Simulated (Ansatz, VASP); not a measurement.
## Nb: VASP beside Ansatz

File INCAR:

```
PREC = Accurate ; ENCUT = 520
EDIFF = 1E-6 ; ISMEAR = 0
SIGMA = 0.15 ; LREAL = False
LASPH = True ; NELM = 60
ALGO = Fast ; ISIF = 2
LWAVE = False ; LCHARG = True
GGA = PS ; LELF = True
LVHAR = True ; NBANDS = 12
```

File KPOINTS:

```
Automatic mesh
0
Gamma
  22 22 22
```

File POSCAR:

```
Nb
1.0
    0.0000000000      2.0808811305      2.1849251870
    2.0808811305      0.0000000000      2.1849251870
    2.0808811305      2.0808811305      0.0000000000
Nb
1
Direct
    0.0000000000      0.0000000000      0.0000000000
```

Input for Ansatz:

```yaml
crystal:
  lattice:
    - [0.0, 2.0808811305, 2.184925187]
    - [2.0808811305, 0.0, 2.184925187]
    - [2.0808811305, 2.0808811305, 0.0]
  atoms:
    - { symbol: Nb, position: [0.0, 0.0, 0.0] }
basis:
  ecutwfc: 420
kpoints:
  mp_grid: { grid: [22, 22, 22] }
hamiltonian:
  xc: pbesol
scf:
  occupations: { method: gaussian, width: 0.15 }
output:
  forces: true
  stress: true
  eigenvalues: true
```

Alike in both runs: task single point; functional PBEsol; k mesh 22 × 22 × 22; occupations gaussian, width 0.15 eV; no spin polarisation.

|  | VASP | Ansatz |
| --- | --- | --- |
| version | VASP 6.6.1 | Ansatz 0.2.0 |
| potentials or method | VASP PAW PBE potentials, release 64 (Nb_sv), cutoff 520 eV | scalar-relativistic, plane waves, PAW |
| valence electrons in the cell | 13 | 13 |

```csv
,VASP,Ansatz,Ansatz less VASP
gap on the k mesh at the Fermi level (eV),none,none,-
pressure (GPa),-7.6,-7.3,+0.30
"traceless stress, the component that is largest in VASP (GPa)",6.87,6.92,+0.048
```

VASP's potentials were made for PBE, not for PBEsol. A gap of «none» marks a metal or a gap that the smearing closes. The functional is the same, so the differences come from potentials, cutoffs and numerics.
